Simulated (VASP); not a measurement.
# GaSb (F-43m) in VASP: notebook, part 2 of 2

VASP 6.6.1.

### 3 Single point, PBE-based screened hybrid with 25 % exact exchange

This run uses another cell than the first one, of 30.34 Å³/atom.

Input file POSCAR:

```
GaSb
1.0
    0.0000000000      3.1189956238      3.1189956238
    3.1189956238      0.0000000000      3.1189956238
    3.1189956238      3.1189956238      0.0000000000
Sb Ga
1 1
Direct
    0.7500000000      0.7500000000      0.7500000000
    0.0000000000      0.0000000000      0.0000000000
```

Input file INCAR.step1:

```
SYSTEM = GaSb
PREC     = Accurate       ! precision mode
ENCUT    = 520            ! plane-wave cutoff, eV
EDIFF    = 1E-5           ! SCF threshold, eV
ISMEAR   = -1             ! smearing method
SIGMA    = 0.05           ! smearing width, eV
LREAL    = .FALSE.        ! projectors in reciprocal space
LASPH    = .TRUE.         ! aspherical terms in the spheres
NELM     = 100            ! most SCF steps
ALGO     = Normal         ! electronic algorithm
ISIF     = 2              ! what is computed and relaxed
LWAVE    = .TRUE.         ! write WAVECAR
LCHARG   = .FALSE.        ! write CHGCAR
NBANDS   = 16             ! bands
GGA      = PE             ! functional
```

Input file INCAR.step2:

```
SYSTEM = GaSb
PREC     = Accurate       ! precision mode
ENCUT    = 520            ! plane-wave cutoff, eV
EDIFF    = 1E-6           ! SCF threshold, eV
ISMEAR   = -1             ! smearing method
SIGMA    = 0.05           ! smearing width, eV
LREAL    = .FALSE.        ! projectors in reciprocal space
LASPH    = .TRUE.         ! aspherical terms in the spheres
NELM     = 100            ! most SCF steps
ALGO     = Normal         ! electronic algorithm
ISIF     = 2              ! what is computed and relaxed
LWAVE    = .FALSE.        ! write WAVECAR
LCHARG   = .FALSE.        ! write CHGCAR
GGA      = PE             ! functional
LHFCALC  = .TRUE.         ! exact exchange
AEXX     = 0.25           ! exact-exchange fraction
HFSCREEN = 0.3            ! screening, 1/A
PRECFOCK = Normal       
NBANDS   = 16             ! bands
ISTART   = 1
```

Input file KPOINTS:

```
Automatic mesh
0
G
  4 4 4
  0 0 0
```

Potentials or basis: VASP PAW PBE potentials, release 64 (Sb, Ga_d).

Launch:

```
> cat potpaw_PBE.64/Sb/POTCAR potpaw_PBE.64/Ga_d/POTCAR > POTCAR
> cp INCAR.step1 INCAR
> mpirun -np 1 vasp_std > vasp.out
> cp INCAR.step2 INCAR
> mpirun -np 1 vasp_std > vasp.out
```

OUTCAR:

```text
SYSTEM = GaSb
   PREC = Accurate
   ENCUT = 520
   EDIFF = 1E-6
   ISMEAR = -1
   LREAL = .FALSE.
   LASPH = .TRUE.
   NELM = 100
   ISIF = 2
   GGA = PE
   LHFCALC = .TRUE.
   AEXX = 0.25
   HFSCREEN = 0.3
   PRECFOCK = Normal
   ISTART = 1

 ion  position               nearest neighbor table
   1  0.750  0.750  0.750-   2 2.70   2 2.70   2 2.70   2 2.70
   2  0.000  0.000  0.000-   1 2.70   1 2.70   1 2.70   1 2.70

  LATTYP: Found a face centered cubic cell.
 ALAT       =     6.2379912476

  Lattice vectors:

 A1 = (   0.0000000000,   3.1189956238,   3.1189956238)
 A2 = (   3.1189956238,   0.0000000000,   3.1189956238)
 A3 = (   3.1189956238,   3.1189956238,   0.0000000000)

Analysis of symmetry for initial positions (statically):
=====================================================================
 Subroutine PRICEL returns:
 Original cell was already a primitive cell.

 Routine SETGRP: Setting up the symmetry group for a
 face centered cubic supercell.

 Subroutine GETGRP returns: Found 24 space group operations
 (whereof 24 operations were pure point group operations)
 out of a pool of 48 trial point group operations.

The static configuration has the point symmetry T_d .

Analysis of symmetry for dynamics (positions and initial velocities):
=====================================================================
 Subroutine PRICEL returns:
 Original cell was already a primitive cell.

 Routine SETGRP: Setting up the symmetry group for a
 face centered cubic supercell.

 Subroutine GETGRP returns: Found 24 space group operations
 (whereof 24 operations were pure point group operations)
 out of a pool of 48 trial point group operations.

The dynamic configuration has the point symmetry T_d .

 Subroutine INISYM returns: Found 24 space group operations
 (whereof 24 operations are pure point group operations),
 and found     1 'primitive' translations

----------------------------------------------------------------------------------------

                                     Primitive cell

  volume of cell :      60.6840

  direct lattice vectors                    reciprocal lattice vectors
     0.000000000  3.118995624  3.118995624    -0.160308016  0.160308016  0.160308016
     3.118995624  0.000000000  3.118995624     0.160308016 -0.160308016  0.160308016
     3.118995624  3.118995624  0.000000000     0.160308016  0.160308016 -0.160308016

  length of vectors
     4.410925912  4.410925912  4.410925912     0.277661628  0.277661628  0.277661628

  position of ions in fractional coordinates (direct lattice)
     0.750000000  0.750000000  0.750000000
     0.000000000  0.000000000  0.000000000

  ion indices of the primitive-cell ions
   primitive index   ion index
                 1           1
                 2           2

[... 25 lines left out ...]

 Following reciprocal coordinates:
            Coordinates               Weight
  0.000000  0.000000  0.000000      1.000000
  0.250000  0.000000  0.000000      8.000000
  0.500000  0.000000  0.000000      4.000000
  0.250000  0.250000  0.000000      6.000000
  0.500000  0.250000  0.000000     24.000000
 -0.250000  0.250000  0.000000     12.000000
  0.500000  0.500000  0.000000      3.000000
 -0.250000  0.500000  0.250000      6.000000
   k-points           NKPTS =      8   k-points in BZ     NKDIM =     64   number of bands    NBANDS=     16
   number of dos      NEDOS =    301   number of ions     NIONS =      2
   total plane-waves  NPLWV =  46656
   dimension x,y,z NGX =    36 NGY =   36 NGZ =   36
   dimension x,y,z NGXF=    72 NGYF=   72 NGZF=   72
   ions per type =               1   1
   NGX,Y,Z   is equivalent  to a cutoff of  13.57, 13.57, 13.57 a.u.
   NGXF,Y,Z  is equivalent  to a cutoff of  27.14, 27.14, 27.14 a.u.
 SYSTEM =  GaSb
   PREC   = accura    normal or accurate (medium, high low for compatibility)
   ISTART =      1    job   : 0-new  1-cont  2-samecut
   ICHARG =      0    charge: 1-file 2-atom 10-const
   ISPIN  =      1    spin polarized calculation?
   LNONCOLLINEAR =      F non collinear calculations
   LSORBIT =      F    spin-orbit coupling
   LASPH  =      T    aspherical Exc in radial PAW
   ENCUT  =  520.0 eV  38.22 Ry    6.18 a.u.   8.20  8.20  8.20*2*pi/ulx,y,z
   NELM   =    100;   NELMIN=  2; NELMDL=  0     # of ELM steps
   EDIFF  = 0.1E-05   stopping-criterion for ELM
   LREAL  =      F    real-space projection
   EDIFFG = 0.1E-04   stopping-criterion for IOM
   NSW    =      0    number of steps for IOM
   IBRION =     -1    ionic relax: 0-MD 1-quasi-New 2-CG
   NFREE  =      0    steps in history (QN), initial steepest desc. (CG)
   ISIF   =      2    stress and relaxation
   ISYM   =      3    0-nonsym 1-usesym 2-fastsym
   POTIM  = 0.5000    time-step for ionic-motion
   TEBEG  =    0.0;   TEEND  =   0.0 temperature during run
   PSTRESS=    0.0 pullay stress
   NELECT =      18.0000    total number of electrons
   NUPDOWN=      -1.0000    fix difference up-down
   EMIN   =  10.00;   EMAX   =-10.00  energy-range for DOS
   EFERMI =   0.00;   METHOD = LEGACY
   ISMEAR =    -1;   SIGMA  =   0.05  broadening in eV -4-tet -1-fermi 0-gaus
   EFERMI_NEDOS =   21; number of points for ismear=-14 and -15
   IALGO  =     38    algorithm
   IMIX   =      1    mixing-type and parameters
     AMIX     =   0.40;   BMIX     =  1.00
     AMIX_MAG =   1.60;   BMIX_MAG =  1.00
  volume/ion in A,a.u.               =      30.34       204.76
  Fermi-wavevector in a.u.,A,eV,Ry     =   1.091794  2.063192 16.218352  1.192015
  Thomas-Fermi vector in A             =   2.228047
   LORBIT       =      0    0 simple, 1 ext, 2 COOP (PROOUT), +10 PAW based schemes
   GGA     = PE    functional components
   LHFCALC =     T    Hartree Fock is set to
   PRECFOCK=normal    Normal, Fast or Accurate (Low or Medium for compatibility)
   ENCUT4O =  -1.0   cutoff for four orbital integrals eV
   NKREDX  =     1    reduce k-point grid by
   NKREDY  =     1    reduce k-point grid by
   NKREDZ  =     1    reduce k-point grid by
   AEXX    =    0.2500 exact exchange contribution
   HFSCREEN=    0.3000 screening length (either q_TF or 0.3 A-1)
   HFSCREENC=   0.3000 screening length for correlation (either q_TF or 0.3 A-1)
   ENCUTFOCK=  -1.0 apply spherical cutoff to Coloumb kernel
   IVDW    =     0    specifies the selected vdW correction
   LEPSILON=     F    determine dielectric tensor
   LRPA    =     F    only Hartree local field effects (RPA)
 non-spin polarized calculation
  energy-cutoff  :      520.00
  volume of cell :       60.68
 maximum number of plane-waves:      1660
 NGX is ok and might be reduce to    36
  NGX = 28; NGY = 28; NGZ = 28

 number of electron      17.9999992 magnetization

 Free energy of the ion-electron system (eV)
  ---------------------------------------------------
  ext. energy  EPLUGINS =         0.00000000
  ---------------------------------------------------
  free energy    TOTEN  =        -8.45977216 eV

  energy without entropy =       -8.45847589  energy(sigma->0) =       -8.45912402

 E-fermi :   4.1622     XC(G=0):  -7.4974

 val. band max:        3.9997781153   @ k =   0.0000   0.0000   0.0000
 cond. band min:       4.2656780870   @ k =   0.0000   0.0000   0.0000
 fundamental gap:      0.2658999717
 Fermi energy:         4.1622098519

 k-point     1 :       0.0000    0.0000    0.0000
  band No.  band energies     occupation
      1     -13.4836      2.00000
      2     -13.4836      2.00000
      3     -13.4836      2.00000
      4     -13.4405      2.00000
      5     -13.4405      2.00000
      6      -7.9972      2.00000
[... 129 lines left out ...]
      3     -13.4667      2.00000
      4     -13.4445      2.00000
      5     -13.4399      2.00000
      6      -5.4906      2.00000
[... 8 lines left out ...]
     15      14.5731      0.00000
     16      15.9737      0.00000

------------------------ aborting loop because EDIFF is reached ----------------------------------------

  FORCE on cell =-STRESS in cart. coord.  units (eV):
  Direction    XX          YY          ZZ          XY          YZ          ZX
  --------------------------------------------------------------------------------------
  -------------------------------------------------------------------------------------
  Total       -0.8311532     -0.8311532     -0.8311532      0.0000000      0.0000000      0.0000000
  in kB      -21.9440789    -21.9440789    -21.9440789      0.0000000      0.0000000      0.0000000
  external PRESSURE =     -21.9440789 kB  Pullay stress =       0.0000000 kB

 VOLUME and BASIS-vectors are now :
 -----------------------------------------------------------------------------
  energy-cutoff  :      520.00
  volume of cell :       60.68
      direct lattice vectors                 reciprocal lattice vectors
     0.000000000  3.118995624  3.118995624    -0.160308016  0.160308016  0.160308016
     3.118995624  0.000000000  3.118995624     0.160308016 -0.160308016  0.160308016
     3.118995624  3.118995624  0.000000000     0.160308016  0.160308016 -0.160308016

 POSITION                                       TOTAL-FORCE (eV/Angst)
 -----------------------------------------------------------------------------------
      4.67849      4.67849      4.67849        -0.000000     -0.000000     -0.000000
      0.00000      0.00000      0.00000         0.000000      0.000000      0.000000
 -----------------------------------------------------------------------------------
    total drift:                                0.000007      0.000033      0.000015

  FREE ENERGIE OF THE ION-ELECTRON SYSTEM (eV)
  ---------------------------------------------------
  free  energy   TOTEN  =        -8.4597721577 eV

  energy  without entropy=       -8.4584758902  energy(sigma->0) =       -8.45912402
```

Wall time 9.9 min (1 thread of AMD EPYC 7R13 (Zen 3), shared host); peak memory 0.29 GiB.

Results:

| Property | Result |
| --- | --- |
| Free energy | -8.4598 eV |
| Pressure | -2.2 GPa |
| Band gap on the k mesh | 0.27 eV |

Levels at points of the mesh, in eV from the valence-band top:
```
           k point  band 6  band 7  band 8  band 9  band 10  band 11  band 12  band 13
(0.00, 0.00, 0.00)  -12.00    0.00    0.00    0.00     0.27     3.32     3.32     3.32
(0.50, 0.00, 0.00)  -10.36   -6.49   -1.13   -1.13     0.80     4.30     4.30     7.15
(0.50, 0.50, 0.00)   -9.53   -6.99   -2.53   -2.53     1.41     1.79     9.27     9.27
```

Caveat: the k points lie up to 0.44 Å⁻¹ apart; the PAW data sets were made with another functional, which shifts forces and pressure a little; spin-orbit coupling is left out, which moves the levels of the heavy elements.

### 4 Single point, PBE0

This run uses another cell than the first one, of 28.93 Å³/atom.

Input file POSCAR:

```
GaSb
1.0
    0.0000000000      3.0699818058      3.0699818058
    3.0699818058      0.0000000000      3.0699818058
    3.0699818058      3.0699818058      0.0000000000
Sb Ga
1 1
Direct
    0.7500000000      0.7500000000      0.7500000000
    0.0000000000      0.0000000000      0.0000000000
```

Input file INCAR.step1:

```
PREC     = Accurate       # precision mode
ENCUT    = 520            # plane-wave cutoff, eV
EDIFF    = 1E-5           # SCF threshold, eV
ISMEAR   = -1             # smearing method
SIGMA    = 0.05           # smearing width, eV
LREAL    = F              # projectors in reciprocal space
LASPH    = T              # aspherical terms in the spheres
NELM     = 100            # most SCF steps
ALGO     = Normal         # electronic algorithm
ISIF     = 2              # what is computed and relaxed
LWAVE    = T              # write WAVECAR
GGA      = PE             # functional
NBANDS   = 16             # bands
```

Input file INCAR.step2:

```
PREC     = Accurate       # precision mode
ENCUT    = 520            # plane-wave cutoff, eV
EDIFF    = 1E-6           # SCF threshold, eV
ISMEAR   = -1             # smearing method
SIGMA    = 0.05           # smearing width, eV
LREAL    = F              # projectors in reciprocal space
LASPH    = T              # aspherical terms in the spheres
NELM     = 100            # most SCF steps
ALGO     = Normal         # electronic algorithm
ISIF     = 2              # what is computed and relaxed
LWAVE    = F              # write WAVECAR
LCHARG   = T              # write CHGCAR
GGA      = PE             # functional
LHFCALC  = T              # exact exchange
AEXX     = 0.25           # exact-exchange fraction
PRECFOCK = Normal       
LELF     = T              # ELF
LVHAR    = T            
ISTART   = 1            
NBANDS   = 16             # bands
```

Input file KPOINTS:

```
regular mesh
0
Gamma
  4 4 4
```

Launch:

```
> cat potpaw_PBE.64/Sb/POTCAR potpaw_PBE.64/Ga_d/POTCAR > POTCAR
> cp INCAR.step1 INCAR
> mpirun -np 1 vasp_std > vasp.out
> cp INCAR.step2 INCAR
> mpirun -np 1 vasp_std > vasp.out
```

It took 14 min on 1 thread of Intel Xeon Platinum 8259CL at 2.50GHz (Skylake/Cascade Lake), shared host; peak memory 0.2 GiB.

It converged, with:

- Free energy: -9.6978 eV
- Pressure: -0.6 GPa
- Band gap on the k mesh: 1.51 eV

Levels at points of the mesh, in eV from the valence-band top:
```csv
k point,band 5,band 6,band 7,band 8,band 9,band 10,band 11,band 12,band 13,band 14
"(0.00, 0.00, 0.00)",-17.65,-12.53,0.00,0.00,0.00,1.51,4.21,4.21,4.21,7.37
"(0.50, 0.00, 0.00)",-17.65,-10.75,-6.90,-1.24,-1.24,1.77,5.21,5.21,8.03,11.08
"(0.50, 0.50, 0.00)",-17.65,-9.83,-7.39,-2.78,-2.78,2.22,2.55,10.60,10.60,11.91
```

Caveat: the k points lie up to 0.44 Å⁻¹ apart; the PAW data sets were made with another functional, which shifts forces and pressure a little; spin-orbit coupling is left out, which moves the levels of the heavy elements. A k mesh can miss the band edges.

### 5 Overview

```csv
level,cell,screening parameter,gap on the mesh (eV),pressure (GPa)
PBE-based screened hybrid with 25 % exact exchange,"a = 4.383 Å, angles 60.0°, 2 atoms",0.3 1/Å,0.42,-1.4
PBE-based screened hybrid with 25 % exact exchange,"a = 4.411 Å, angles 60.0°, 2 atoms",0.3 1/Å,0.27,-2.2
PBE0,"a = 4.342 Å, angles 60.0°, 2 atoms",-,1.51,-0.6
```

Alike in all rows: task single point; potentials or basis VASP PAW PBE potentials, release 64 (Sb, Ga_d); no spin polarisation; k mesh 4 × 4 × 4; cutoff (eV) 520; smearing fermi-dirac 0.05 eV.

Caveats: all runs use coarse meshes; the PAW data sets were made with another functional, which shifts forces and pressure a little; spin-orbit coupling is left out, which moves the levels of the heavy elements.

Absolute energies hang on the potentials; compare differences alone.
